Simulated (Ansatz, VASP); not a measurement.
**Hf in VASP and in Ansatz**

INCAR

```
PREC = Accurate
ENCUT = 600
EDIFF = 1E-7
ISMEAR = 0
SIGMA = 0.1
LREAL = False
LASPH = True
NELM = 80
ALGO = Fast
ISIF = 3
LWAVE = False
LCHARG = False
GGA = PE
IBRION = 2
NSW = 100
EDIFFG = -0.01
```

File KPOINTS:

```
Automatic mesh
0
Gamma
  24 24 24
```

The input POSCAR:

```
Hf
1.0
   -1.5772302542      1.5772302542      2.2736163039
    1.5772302542     -1.5772302542      2.2736163039
    1.5772302542      1.5772302542     -2.2736163039
Hf
1
Direct
    0.5000000000      0.5000000000      0.0000000000
```

Input for Ansatz:

```yaml
crystal:
  lattice:
    - [-1.5772302542, 1.5772302542, 2.2736163039]
    - [1.5772302542, -1.5772302542, 2.2736163039]
    - [1.5772302542, 1.5772302542, -2.2736163039]
  atoms:
    - { symbol: Hf, position: [0.5, 0.5, 0.0] }
basis:
  ecutwfc: 420
kpoints:
  mp_grid: { grid: [24, 24, 24] }
hamiltonian:
  xc: pbe
scf:
  occupations: { method: gaussian, width: 0.1 }
output:
  forces: true
  stress: true
  eigenvalues: true
  write_density: true
  write_potential: true
  elf: true
  volumetric_format: npy
relax:
  adjacent_minimum: "off"
  f_tol: 0.01
  max_steps: 80
  cell: { stress_tol: 0.05 }
```

Alike in both runs: task relaxation of cell and atoms; functional PBE; k mesh 24 × 24 × 24; occupations gaussian, width 0.1 eV; no spin polarisation.

|  | VASP | Ansatz |
| --- | --- | --- |
| version | VASP 6.6.1 | Ansatz 0.2.0 |
| potentials or method | VASP PAW PBE potentials, release 64 (Hf_pv), cutoff 600 eV | scalar-relativistic, plane waves, PAW |
| valence electrons in the cell | 10 | 26 |

|  | VASP | Ansatz | Ansatz less VASP |
| --- | --- | --- | --- |
| gap on the k mesh at the Fermi level, each at its own relaxed structure (eV) | none | none | - |
| relaxed volume (Å³/atom) | 22.45 | 22.55 | +0.102 |
| relaxed cell length with the largest relative difference (Å) | 3.166 | 3.171 | +0.0049 |

A gap of «none» marks a metal or a gap that the smearing closes. VASP's potentials hold 10 valence electrons a cell and Ansatz's 26, so a difference there can come from the potentials and not from the codes.

Spin-orbit coupling is off throughout.
